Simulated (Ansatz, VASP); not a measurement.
## Two plane-wave programs on Ta9Al

```
Al Ta
1.0
    -4.95444    4.95666   -1.65943
    -4.95979   -1.66387    4.95992
     1.65940    4.95667    4.95458
Al Ta
2 18
Direct
  0.19929 0.20806 0.20000
  0.30011 0.79453 0.30083
  0.99940 0.00057 0.00012
  0.49606 0.50129 0.00405
  0.60194 0.10205 0.10243
  0.09615 0.60606 0.09687
  0.70015 0.70280 0.19828
  0.79924 0.29979 0.30255
  0.40325 0.39653 0.40396
  0.49999 0.00202 0.50071
  0.00334 0.50130 0.49677
  0.10172 0.10205 0.60265
  0.89746 0.90054 0.39840
  0.59993 0.60147 0.60064
  0.69888 0.19965 0.69960
  0.19757 0.70280 0.70087
  0.30183 0.29978 0.79996
  0.80052 0.80293 0.80124
  0.89947 0.40112 0.90018
  0.39768 0.90053 0.89818
```

Alike in both runs: functional PBE; k mesh 3 × 3 × 3; occupations gaussian, width 0.1 eV; no spin polarisation.

Ansatz relaxed the structure, and its values are those at the end. VASP's run is a single point on that final structure, the one shown.

|  | VASP | Ansatz |
| --- | --- | --- |
| version | VASP 6.6.1 | Ansatz 0.2.0 |
| potentials or method | VASP PAW PBE potentials, release 64 (Al, Ta_pv), cutoff 520 eV | scalar-relativistic, plane waves, PAW |
| valence electrons in the cell | 204 | 240 |

```csv
,VASP,Ansatz,Ansatz less VASP
gap on the k mesh at the Fermi level (eV),none,none,-
pressure (GPa),0.1,0.0,-0.09
rms of the force components (eV/Å),0.008,0.008,-0.0001
```

A gap of «none» marks a metal or a gap that the smearing closes. VASP's potentials hold 204 valence electrons a cell and Ansatz's 240, so a difference there can come from the potentials and not from the codes.

Spin-orbit coupling is off throughout.
